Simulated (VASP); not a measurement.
Here is a VASP 6.6.1 calculation.

The input INCAR:

```
ALGO = Normal
EDIFF = 1E-7
ENCUT = 520
GGA = PE
ISIF = 2
ISMEAR = -1
LASPH = True
LCHARG = True
LELF = True
LREAL = Auto
LVHAR = True
LWAVE = False
NBANDS = 137
NELM = 60
PREC = Accurate
SIGMA = 0.01
```

The input KPOINTS:

```
k-points
0
Gamma
  3 3 3
```

File POSCAR:

```
Mg27O26
1.0
    0.0000000000      6.0555000000      6.0555000000
    6.0555000000      0.0000000000      6.0555000000
    6.0555000000      6.0555000000      0.0000000000
Mg O
27 26
Direct
    0.0000176760      0.0000176760      0.0000176760
    0.0015653947      0.0015653947      0.3317679387
    0.0000176760      0.0000176760      0.6666136386
    0.0015653947      0.3317679387      0.0015653947
    0.0015653947      0.3317679387      0.3317679387
   -0.0002849855      0.3336183189      0.6666666667
    0.0000176760      0.6666136386      0.0000176760
   -0.0002849855      0.6666666667      0.3336183189
   -0.0002849855      0.6666666667      0.6666666667
    0.3317679387      0.0015653947      0.0015653947
    0.3317679387      0.0015653947      0.3317679387
    0.3336183189     -0.0002849855      0.6666666667
    0.3317679387      0.3317679387      0.0015653947
    0.3333156573      0.3333156573      0.3333156573
    0.3333156573      0.3333156573      0.6667196948
    0.3336183189      0.6666666667     -0.0002849855
    0.3333156573      0.6667196948      0.3333156573
    0.3336183189      0.6666666667      0.6666666667
    0.6666136386      0.0000176760      0.0000176760
    0.6666666667     -0.0002849855      0.3336183189
    0.6666666667     -0.0002849855      0.6666666667
    0.6666666667      0.3336183189     -0.0002849855
    0.6667196948      0.3333156573      0.3333156573
    0.6666666667      0.3336183189      0.6666666667
    0.6666666667      0.6666666667     -0.0002849855
    0.6666666667      0.6666666667      0.3336183189
    0.6666666667      0.6666666667      0.6666666667
    0.1666666667      0.1666666667      0.5001262239
    0.1666666667      0.1666666667      0.8332071095
    0.1666666667      0.5001262239      0.1666666667
    0.1666872793      0.4999931291      0.4999931291
    0.1666666667      0.5001262239      0.8332071095
    0.1666666667      0.8332071095      0.1666666667
    0.1666666667      0.8332071095      0.5001262239
    0.1666460541      0.8333402042      0.8333402042
    0.5001262239      0.1666666667      0.1666666667
    0.4999931291      0.1666872793      0.4999931291
    0.5001262239      0.1666666667      0.8332071095
    0.4999931291      0.4999931291      0.1666872793
    0.4999931291      0.4999931291      0.4999931291
    0.4997338104      0.4997338104      0.8335995230
    0.5001262239      0.8332071095      0.1666666667
    0.4997338104      0.8335995230      0.4997338104
    0.4997338104      0.8335995230      0.8335995230
    0.8332071095      0.1666666667      0.1666666667
    0.8332071095      0.1666666667      0.5001262239
    0.8333402042      0.1666460541      0.8333402042
    0.8332071095      0.5001262239      0.1666666667
    0.8335995230      0.4997338104      0.4997338104
    0.8335995230      0.4997338104      0.8335995230
    0.8333402042      0.8333402042      0.1666460541
    0.8335995230      0.8335995230      0.4997338104
    0.8333402042      0.8333402042      0.8333402042
```

Potentials or basis: VASP PAW PBE potentials, release 64 (Mg, O).

Launch:

```sh
$ cat potpaw_PBE.64/Mg/POTCAR potpaw_PBE.64/O/POTCAR > POTCAR
$ mpirun -np 1 vasp_std > vasp.out
```

Question: What does it give for the band gap on the k mesh?

Answer: 3.86 eV.

Question: Predict the largest force.

Answer: 0.010 eV/Å.

Question: Estimate the pressure.

Answer: 31.5 GPa.

Forces in eV/Å, atoms in the order of the input:
```
Mg   0.000  0.000  0.000
Mg   0.000  0.000 -0.010
Mg   0.000  0.000  0.000
Mg   0.000 -0.010  0.000
Mg   0.010  0.000  0.000
Mg   0.000  0.000  0.000
Mg   0.000  0.000  0.000
Mg   0.000  0.000  0.000
Mg   0.000  0.000  0.000
Mg  -0.010  0.000  0.000
Mg   0.000  0.010  0.000
Mg   0.000  0.000  0.000
Mg   0.000  0.000  0.010
Mg   0.000  0.000  0.000
Mg   0.000  0.000  0.000
Mg   0.000  0.000  0.000
Mg   0.000  0.000  0.000
Mg   0.000  0.000  0.000
Mg   0.000  0.000  0.000
Mg   0.000  0.000  0.000
Mg   0.000  0.000  0.000
Mg   0.000  0.000  0.000
Mg   0.000  0.000  0.000
Mg   0.000  0.000  0.000
Mg   0.000  0.000  0.000
Mg   0.000  0.000  0.000
Mg   0.000  0.000  0.000
O    0.000  0.000  0.000
O    0.000  0.000  0.000
O    0.000  0.000  0.000
O   -0.001  0.001  0.001
O    0.000  0.000  0.000
O    0.000  0.000  0.000
O    0.000  0.000  0.000
O    0.001 -0.001 -0.001
O    0.000  0.000  0.000
O    0.001 -0.001  0.001
O    0.000  0.000  0.000
O    0.001  0.001 -0.001
O   -0.001 -0.001 -0.001
O    0.000  0.000 -0.006
O    0.000  0.000  0.000
O    0.000 -0.006  0.000
O    0.006  0.000  0.000
O    0.000  0.000  0.000
O    0.000  0.000  0.000
O   -0.001  0.001 -0.001
O    0.000  0.000  0.000
O   -0.006  0.000  0.000
O    0.000  0.006  0.000
O   -0.001 -0.001  0.001
O    0.000  0.000  0.006
O    0.001  0.001  0.001
```

Caveat: the cell differs from its parent crystal (atoms taken out, then relaxed in part).
